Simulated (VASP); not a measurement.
S, 3 atoms in the cell. It takes space group P3_121 (No. 152, trigonal). The conventional cell has a = 4.649 Å, b = 4.649 Å, c = 4.391 Å, α = 90.00°, β = 90.00°, γ = 120.00°. Within 2.7 Å of S (site symmetry 2) lie 2 S at 2.07 Å. 

- Program: VASP 6.6.1
- Task: single point
- Functional: r2SCAN
- Potentials or basis: VASP PAW PBE potentials, release 64 (S)
- Cutoff: 520 eV
- k mesh: 6 × 6 × 4
- Occupations: gaussian, width 0.1 eV
- Spin: no spin polarisation
- Dipole correction: no
- Further INCAR settings: ALGO = Normal; EDIFF = 1e-07; NBANDS = 16

Potentials or basis: VASP PAW PBE potentials, release 64 (S).

Run with:

```console
$ cat potpaw_PBE.64/S/POTCAR > POTCAR
$ cp INCAR.step1 INCAR
$ mpirun -np 1 vasp_std > vasp.out
$ cp INCAR.step2 INCAR
$ mpirun -np 1 vasp_std > vasp.out
```

Hardware: 1 thread of Intel(R) Xeon(R) Platinum 8375C CPU @ 2.90GHz (Ice Lake), on a shared host.

Question: Estimate the wall time of this run.

Answer: Wall time 71 s on 1 thread of Intel(R) Xeon(R) Platinum 8375C CPU @ 2.90GHz (Ice Lake), with other jobs on the host, peak memory 0.21 GiB. Counts: k points 24.
